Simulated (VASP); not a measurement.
Here is a VASP 6.6.1 calculation.

The input INCAR:

```
SYSTEM = MoS2
PREC     = Accurate       ! precision mode
ENCUT    = 600            ! plane-wave cutoff, eV
EDIFF    = 1E-6           ! SCF threshold, eV
ISMEAR   = -1             ! smearing method
SIGMA    = 0.05           ! smearing width, eV
LREAL    = .False.        ! projectors in reciprocal space
LASPH    = .True.         ! aspherical terms in the spheres
NELM     = 80             ! most SCF steps
ALGO     = Normal         ! electronic algorithm
ISIF     = 3              ! what is computed and relaxed
LWAVE    = .False.        ! write WAVECAR
LCHARG   = .False.        ! write CHGCAR
GGA      = PS             ! functional
IBRION   = 2              ! ionic algorithm
NSW      = 80             ! ionic steps
EDIFFG   = -0.01          ! ionic threshold
PSTRESS  = 300.0
```

Contents of KPOINTS:

```
regular mesh
0
Gamma
  10 10 10
  0 0 0
```

File POSCAR:

```
MoS2
1.0
    1.5800000000      0.9122134253      6.1500000000
   -1.5800000000      0.9122134253      6.1500000000
    0.0000000000     -1.8244268506      6.1500000000
Mo S
1 2
Direct
    0.0000000000      0.0000000000      0.0000000000
    0.4170000000      0.4170000000      0.4170000000
    0.2500000000      0.2500000000      0.2500000000
```

Potentials or basis: VASP PAW PBE potentials, release 64 (Mo_sv, S).

The run is started by

```bash
$ cat potpaw_PBE.64/Mo_sv/POTCAR potpaw_PBE.64/S/POTCAR > POTCAR
$ mpirun -np 1 vasp_std > vasp.out
```

**Question.** What does it give for the relaxed cell?

**Answer.** a = 5.535 Å, b = 5.535 Å, c = 5.535 Å, α = 31.27°, β = 31.27°, γ = 31.27°.

**Question.** What does it give for the band gap on the k mesh?

**Answer.** Zero (bands 13 and 14 overlap by 0.39 eV).

**Question.** Predict the space group after relaxing (to 0.1 Å).

**Answer.** R3m (No. 160).

Final structure:
```
CELL_PARAMETERS angstrom
1.49181 0.86130 5.26055
-1.49181 0.86130 5.26055
0.00000 -1.72259 5.26055
ATOMIC_POSITIONS crystal
Mo 0.99982 0.99982 0.99982
S 0.43271 0.43271 0.43271
S 0.23446 0.23446 0.23446
```

Caveat: the cell is relaxed towards a set pressure, so the run minimises the enthalpy, not the energy.
